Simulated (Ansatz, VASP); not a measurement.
B: VASP beside Ansatz

```
B
1.0
    -1.05735    1.05735    1.05735
     1.05735   -1.05735    1.05735
     1.05735    1.05735   -1.05735
B
1
Cartesian
  0.0000 0.0000 0.0000
```

Change from the starting cell: volume scaled by 0.78, PAW files.

Alike in both runs: task single point; functional PBEsol; k mesh 25 × 25 × 25; occupations fermi-dirac, width 0.08 eV; no spin polarisation.

|  | VASP | Ansatz |
| --- | --- | --- |
| version | VASP 6.6.1 | Ansatz 0.2.0 |
| potentials or method | VASP PAW PBE potentials, release 64 (B) | PAW with Ansatz's default frozen-core files, scalar-relativistic |
| plane-wave cutoff (eV) | 520 | 420 |
| valence electrons in the cell | 3 | 3 |

```tsv
	VASP	Ansatz	Ansatz less VASP
pressure (GPa)	96.6	96.0	-0.63
```

VASP's potentials were made for PBE, not for PBEsol. Both programs put the cell under a high pressure, so it lies far from rest at this level.

Noted on VASP's run: the cell as given lies far from equilibrium.
